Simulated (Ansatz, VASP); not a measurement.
Si in VASP and in Ansatz

```
Si
1.0
     3.84753    0.00000    0.00000
    -1.92376    3.33205    0.00000
     0.00000    0.00000   18.44160
Si
4
Direct
  0.33333 0.66667 0.26954
  0.66667 0.33333 0.24401
  0.00000 0.33333 0.52282
  0.33333 0.00000 0.49729
```

Alike in both runs: task single point; functional PBE; dispersion D3(BJ); k mesh 9 × 9 × 1; occupations gaussian, width 0.1 eV; no spin polarisation.

|  | VASP | Ansatz |
| --- | --- | --- |
| version | VASP 6.6.1 | Ansatz 0.2.0 |
| potentials or method | VASP PAW PBE potentials, release 64 (Si), cutoff 520 eV | scalar-relativistic, plane waves, PAW |
| valence electrons in the cell | 16 | 16 |

```tsv
	VASP	Ansatz	Ansatz less VASP
gap on the k mesh at the Fermi level (eV)	0.25	0.25	0.000
least direct gap on the mesh (eV)	0.25	0.25	0.000
rms of the force components (eV/Å)	0.055	0.056	+0.0013
```

Atom by atom the forces differ by 0.003 eV/Å (rms over components).
